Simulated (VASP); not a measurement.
A run of VASP 6.6.1 is set up as follows.

The input POSCAR:

```
Ti
1.0
   -1.6410000000      1.6410000000      1.6410000000
    1.6410000000     -1.6410000000      1.6410000000
    1.6410000000      1.6410000000     -1.6410000000
Ti
1
Direct
    0.0000000000      0.0000000000      0.0000000000
```

The input INCAR.step1:

```
SYSTEM = Ti
ALGO = Normal
EDIFF = 1E-4
ENCUT = 520
GGA = PE
ISMEAR = -1
ISPIN = 2
LASPH = .True.
LCHARG = .False.
LMAXMIX = 4
LREAL = .False.
LWAVE = .True.
MAGMOM = 2.12
NBANDS = 16
NELM = 150
NUPDOWN = 2.12
PREC = Accurate
SIGMA = 0.05
```

Contents of INCAR.step2:

```
SYSTEM = Ti
ALGO = Normal
EDIFF = 1E-6
ENCUT = 520
ISIF = 2
ISMEAR = -1
ISPIN = 2
ISTART = 1
LASPH = .True.
LCHARG = .False.
LMAXMIX = 4
LMIXTAU = .True.
LORBIT = 11
LREAL = .False.
LWAVE = .False.
MAGMOM = 2.12
METAGGA = R2SCAN
NBANDS = 16
NELM = 150
NUPDOWN = 2.12
PREC = Accurate
SIGMA = 0.05
```

Contents of KPOINTS:

```
k-points
0
Gamma
  16 16 16
  0 0 0
```

Potentials or basis: VASP PAW PBE potentials, release 64 (Ti_sv).

Launch:

```console
$ cat potpaw_PBE.64/Ti_sv/POTCAR > POTCAR
$ cp INCAR.step1 INCAR
$ mpirun -np 1 vasp_std > vasp.out
$ cp INCAR.step2 INCAR
$ mpirun -np 1 vasp_std > vasp.out
```

Task: Predict the pressure.

Result: 7.6 GPa.

Caveat: the cell stands under pressure; the PAW data sets were made with another functional, which shifts forces and pressure a little; the total moment is fixed, so each spin has its own Fermi level and the state may be an excited one.
